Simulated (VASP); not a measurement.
# Mn (P6_3/mmc) in VASP: a series of runs, part 2 of 2

VASP 6.6.1.

### Step 3. Relaxation of shape and atoms at fixed volume, PBE (10.06 Å³/atom)

This run uses another cell than the first one, of 10.06 Å³/atom.

File INCAR:

```
SYSTEM = Mn
ALGO = Fast ; EDIFF = 1E-6
EDIFFG = -0.01 ; ENCUT = 600
GGA = PE ; IBRION = 2
ISIF = 4 ; ISMEAR = 0
LASPH = .True. ; LCHARG = .False.
LREAL = .False. ; LWAVE = .False.
NELM = 100 ; NSW = 50
PREC = Accurate ; SIGMA = 0.1
```

File KPOINTS:

```
k-points
0
Gamma
  21 21 10
  0 0 0
```

File POSCAR:

```
Mn
1.0
    2.4306104356      0.0000000000      0.0000000000
   -1.2153052178      2.1049703839      0.0000000000
    0.0000000000      0.0000000000      3.9335980484
Mn
2
Direct
    0.6666666667      0.3333333333      0.7500000000
    0.3333333333      0.6666666667      0.2500000000
```

Potentials or basis: VASP PAW PBE potentials, release 64 (Mn_pv).

On the command line:

```console
$ cat potpaw_PBE.64/Mn_pv/POTCAR > POTCAR
$ mpirun -np 1 vasp_std > vasp.out
```

OUTCAR:

```text
SYSTEM = Mn
   EDIFF = 1E-6
   EDIFFG = -0.01
   ENCUT = 600
   GGA = PE
   IBRION = 2
   ISIF = 4
   ISMEAR = 0
   LASPH = .True.
   LREAL = .False.
   NELM = 100
   NSW = 50
   PREC = Accurate

 ion  position               nearest neighbor table
   1  0.667  0.333  0.750-   2 2.42   2 2.42   2 2.42   2 2.42   2 2.42   2 2.42
   2  0.333  0.667  0.250-   1 2.42   1 2.42   1 2.42   1 2.42   1 2.42   1 2.42

  LATTYP: Found a hexagonal cell.
 ALAT       =     2.4306104356
 C/A-ratio  =     1.6183580844

  Lattice vectors:

 A1 = (   2.4306104356,   0.0000000000,   0.0000000000)
 A2 = (  -1.2153052178,   2.1049703839,   0.0000000000)
 A3 = (   0.0000000000,   0.0000000000,   3.9335980484)

Analysis of symmetry for initial positions (statically):
=====================================================================
 Subroutine PRICEL returns:
 Original cell was already a primitive cell.

 Routine SETGRP: Setting up the symmetry group for a
 hexagonal supercell.

 Subroutine GETGRP returns: Found 24 space group operations
 (whereof 12 operations were pure point group operations)
 out of a pool of 24 trial point group operations.

The static configuration has the point symmetry D_3d.
 The point group associated with its full space group is D_6h.

Analysis of symmetry for dynamics (positions and initial velocities):
=====================================================================
 Subroutine PRICEL returns:
 Original cell was already a primitive cell.

 Routine SETGRP: Setting up the symmetry group for a
 hexagonal supercell.

[... 170 lines left out ...]
  energy-cutoff  :      600.00
  volume of cell :       20.13
      direct lattice vectors                 reciprocal lattice vectors
     2.430610436  0.000000000  0.000000000     0.411419282  0.237533033  0.000000000
    -1.215305218  2.104970384  0.000000000     0.000000000  0.475066066  0.000000000
     0.000000000  0.000000000  3.933598048     0.000000000  0.000000000  0.254220179

 POSITION                                       TOTAL-FORCE (eV/Angst)
 -----------------------------------------------------------------------------------
      1.21531      0.70166      2.95020        -0.000000     -0.000000      0.000000
     -0.00000      1.40331      0.98340         0.000000      0.000000      0.000000
 -----------------------------------------------------------------------------------
    total drift:                                0.000000     -0.000000      0.000000

  FREE ENERGIE OF THE ION-ELECTRON SYSTEM (eV)
  ---------------------------------------------------
  free  energy   TOTEN  =       -17.8192451649 eV

  energy  without entropy=      -17.8053739760  energy(sigma->0) =      -17.81230957

--------------------------------------- Ionic step        2  -------------------------------------------

 number of electron      25.9999988 magnetization

 Free energy of the ion-electron system (eV)
  ---------------------------------------------------
  ext. energy  EPLUGINS =         0.00000000
  ---------------------------------------------------
  free energy    TOTEN  =       -17.81925223 eV

  energy without entropy =      -17.80537857  energy(sigma->0) =      -17.81231540

 E-fermi :  11.3214     XC(G=0): -14.4206

 val. band max:       11.3213407374   @ k =   0.1429   0.0952   0.2000
 cond. band min:      11.3232433213   @ k =   0.1429   0.1429   0.1000
 fundamental gap:      0.0019025839
 Fermi energy:        11.3214252864

 k-point     1 :       0.0000    0.0000    0.0000
  band No.  band energies     occupation
      1     -37.0676      2.00000
      2     -36.2470      2.00000
      3     -36.2470      2.00000
      4     -36.1191      2.00000
      5     -36.1191      2.00000
      6     -36.1075      2.00000
[... 457 lines left out ...]
      4     -36.3383      2.00000
      5     -36.1971      2.00000
      6     -36.1827      2.00000
[... 9 lines left out ...]
     16      12.2659      0.00000
     17      13.3057      0.00000

 [... further k-points ...]
[... 5 lines left out ...]
  --------------------------------------------------------------------------------------
  -------------------------------------------------------------------------------------
  Total        2.4839207      2.4839207      2.4852173      0.0000000      0.0000000      0.0000000
  in kB      197.7411175    197.7411175    197.8443385      0.0000000      0.0000000      0.0000000
  external PRESSURE =     197.7755245 kB  Pullay stress =       0.0000000 kB

 VOLUME and BASIS-vectors are now :
 -----------------------------------------------------------------------------
  energy-cutoff  :      600.00
  volume of cell :       20.13
      direct lattice vectors                 reciprocal lattice vectors
     2.431292962 -0.000000000  0.000000000     0.411303786  0.237466352  0.000000000
    -1.215646481  2.105561469 -0.000000000     0.000000000  0.474932703  0.000000000
    -0.000000000  0.000000000  3.931389834    -0.000000000  0.000000000  0.254362971

 POSITION                                       TOTAL-FORCE (eV/Angst)
 -----------------------------------------------------------------------------------
      1.21565      0.70185      2.94854        -0.000000      0.000000      0.000000
     -0.00000      1.40371      0.98285         0.000000     -0.000000     -0.000000
 -----------------------------------------------------------------------------------
    total drift:                                0.000000     -0.000000      0.000000

  FREE ENERGIE OF THE ION-ELECTRON SYSTEM (eV)
  ---------------------------------------------------
  free  energy   TOTEN  =       -17.8192522267 eV

  energy  without entropy=      -17.8053785706  energy(sigma->0) =      -17.81231540

 reached required accuracy - stopping structural energy minimisation
```

CONTCAR:

```text
Mn
   1.00000000000000
     2.4312929620148869   -0.0000000000000000    0.0000000000000000
    -1.2156464810074434    2.1055614691100488   -0.0000000000000000
    -0.0000000000000000    0.0000000000000000    3.9313898342831020
  Mn
     2
Direct
     0.6666666667000030    0.3333333332999970    0.7500000000000000
     0.3333333332999970    0.6666666667000030    0.2500000000000000

  0.00000000E+00  0.00000000E+00  0.00000000E+00
  0.00000000E+00  0.00000000E+00  0.00000000E+00
```

Run time: 83 s. Hardware: 1 thread of AMD EPYC 9R45 (Zen 5), shared host; peak memory 0.19 GiB.

Results:

| Item | Value |
| --- | --- |
| Free energy | -17.8193 eV |
| Energy gained by relaxing | 0.0 meV/atom |
| Ionic steps | 2 |
| Pressure after relaxing | 19.8 GPa |
| Band gap on the k mesh | zero (bands 13 and 14 overlap by 2.37 eV) |

Final structure:
```
CELL_PARAMETERS angstrom
2.43129 0.00000 0.00000
-1.21565 2.10556 0.00000
0.00000 0.00000 3.93139
ATOMIC_POSITIONS crystal
Mn 0.66667 0.33333 0.75000
Mn 0.33333 0.66667 0.25000
```

Levels at points of the mesh, in eV from the Fermi level:
| k point | band 9 | band 10 | band 11 | band 12 | band 13 | band 14 | band 15 | band 16 | band 17 |
| --- | --- | --- | --- | --- | --- | --- | --- | --- | --- |
| (0.00, 0.00, 0.00) | -1.06 | -1.05 | -1.05 | -0.52 | -0.52 | 0.04 | 0.04 | 0.86 | 1.76 |
| (0.00, 0.00, 0.50) | -1.66 | -1.66 | -1.13 | -1.13 | -1.13 | -1.13 | 1.30 | 1.30 | 1.30 |

Caveat: the run has no spin polarisation, though such a crystal can be magnetic.

### Step 4. Relaxation of shape and atoms at fixed volume, PBE (10.38 Å³/atom)

This run uses another cell than the first one, of 10.38 Å³/atom.

Edit INCAR of step 3 so:

```diff
@@ -7,3 +7,3 @@
 LREAL = .False. ; LWAVE = .False.
-NELM = 100 ; NSW = 50
+NELM = 60 ; NSW = 50
 PREC = Accurate ; SIGMA = 0.1
```

KPOINTS is that of step 3.

File POSCAR:

```
Mn
1.0
    2.4561976889      0.0000000000      0.0000000000
   -1.2280988444      2.1271295953      0.0000000000
    0.0000000000      0.0000000000      3.9750073867
Mn
2
Direct
    0.6666666667      0.3333333333      0.7500000000
    0.3333333333      0.6666666667      0.2500000000
```

On the command line:

```console
$ cat potpaw_PBE.64/Mn_pv/POTCAR > POTCAR
$ mpirun -np 1 vasp_std > vasp.out
```

It took 58 s on 1 thread of AMD EPYC 9R45 (Zen 5), shared host; peak memory 0.19 GiB.

The run converged. Its results:

| Quantity | Value |
| --- | --- |
| Free energy | -17.8768 eV |
| Pressure after relaxing | 9.0 GPa |
| Band gap on the k mesh | zero (bands 13 and 14 overlap by 2.26 eV) |

Stress tensor (GPa, compression positive):
```
9.03 0.00 0.00
0.00 9.03 0.00
0.00 0.00 8.80
```

Final structure:
```
CELL_PARAMETERS angstrom
2.45620 0.00000 0.00000
-1.22810 2.12713 0.00000
0.00000 0.00000 3.97501
ATOMIC_POSITIONS crystal
Mn 0.66667 0.33333 0.75000
Mn 0.33333 0.66667 0.25000
```

Levels at points of the mesh, in eV from the Fermi level:
| k point | band 10 | band 11 | band 12 | band 13 | band 14 | band 15 | band 16 | band 17 |
| --- | --- | --- | --- | --- | --- | --- | --- | --- |
| (0.00, 0.00, 0.00) | -0.99 | -0.99 | -0.50 | -0.50 | 0.05 | 0.05 | 0.79 | 1.69 |
| (0.00, 0.00, 0.50) | -1.60 | -1.08 | -1.08 | -1.08 | -1.08 | 1.25 | 1.25 | 1.25 |

Caveat: the run has no spin polarisation, though such a crystal can be magnetic. Spin polarisation is off, so any magnetic state and its effect on volume and gap are missing.

### Step 5. Summary

```csv
cell,gap on the mesh (eV),pressure (GPa)
"relaxed from a = 2.404, b = 2.404, c = 3.891 Å, angles 90.0, 90.0, 120.0°, 2 atoms",none,32.5
"relaxed from a = 2.431, b = 2.431, c = 3.934 Å, angles 90.0, 90.0, 120.0°, 2 atoms",none,19.8
"relaxed from a = 2.456, b = 2.456, c = 3.975 Å, angles 90.0, 90.0, 120.0°, 2 atoms",none,9.0
```

Alike in all rows: task relaxation of shape and atoms at fixed volume; level PBE; potentials or basis VASP PAW PBE potentials, release 64 (Mn_pv); no spin polarisation; k mesh 21 × 21 × 10; cutoff (eV) 600; smearing gaussian 0.1 eV.

Caveats: the run has no spin polarisation, though such a crystal can be magnetic.

Total energies depend on the potentials used, so only differences within one code and one set of settings carry meaning.
